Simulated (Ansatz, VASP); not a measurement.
One calculation of BAs, two programs

INCAR

```
SYSTEM = BAs
PREC = Accurate ; ENCUT = 520
EDIFF = 1E-7 ; ISMEAR = -1
SIGMA = 0.05 ; LREAL = .False.
LASPH = .True. ; NELM = 100
ALGO = Normal ; ISIF = 2
LWAVE = .False. ; LCHARG = .False.
GGA = RE ; IVDW = 12
NBANDS = 11
```

KPOINTS

```
Automatic mesh
0
Gamma
  10 10 10
  0 0 0
```

POSCAR

```
BAs
1.0
    0.0000000000      2.4353452264      2.4353452264
    2.4353452264      0.0000000000      2.4353452264
    2.4353452264      2.4353452264      0.0000000000
As B
1 1
Direct
    0.7500000000      0.7500000000      0.7500000000
    0.0000000000      0.0000000000      0.0000000000
```

The input input.yaml:

```yaml
crystal:
  lattice:
    - [0.0, 2.4353452264, 2.4353452264]
    - [2.4353452264, 0.0, 2.4353452264]
    - [2.4353452264, 2.4353452264, 0.0]
  atoms:
    - { symbol: As, position: [0.75, 0.75, 0.75] }
    - { symbol: B, position: [0.0, 0.0, 0.0] }
hamiltonian:
  xc: revpbe
  pseudopotentials: { kind: paw }
  dispersion: d3bj
kpoints:
  mp_grid: { grid: [10, 10, 10] }
scf:
  occupations: { method: fermi_dirac, width: 0.05 }
output:
  forces: true
  stress: true
  eigenvalues: true
  write_density: true
  write_potential: true
  elf: true
  volumetric_format: npy
```

Alike in both runs: task single point; functional revPBE; dispersion D3(BJ); k mesh 10 × 10 × 10; occupations fermi-dirac, width 0.05 eV; no spin polarisation.

```csv
,VASP,Ansatz
version,VASP 6.6.1,Ansatz 0.2.0
potentials or method,"VASP PAW PBE potentials, release 64 (As, B)",Ansatz PAW
plane-wave cutoff (eV),520,420
valence electrons in the cell,8,18
```

Ansatz gave:

* gap on the k mesh at the Fermi level (eV): 1.27
* least direct gap on the mesh (eV): 3.21
* pressure (GPa): -9.6

Which values does VASP return?

gap on the k mesh at the Fermi level (eV): 1.26; least direct gap on the mesh (eV): 3.21; pressure (GPa): -9.2.

VASP's potentials were made for PBE, not for revPBE. VASP's potentials hold 8 valence electrons a cell and Ansatz's 18, so a difference there can come from the potentials and not from the codes.
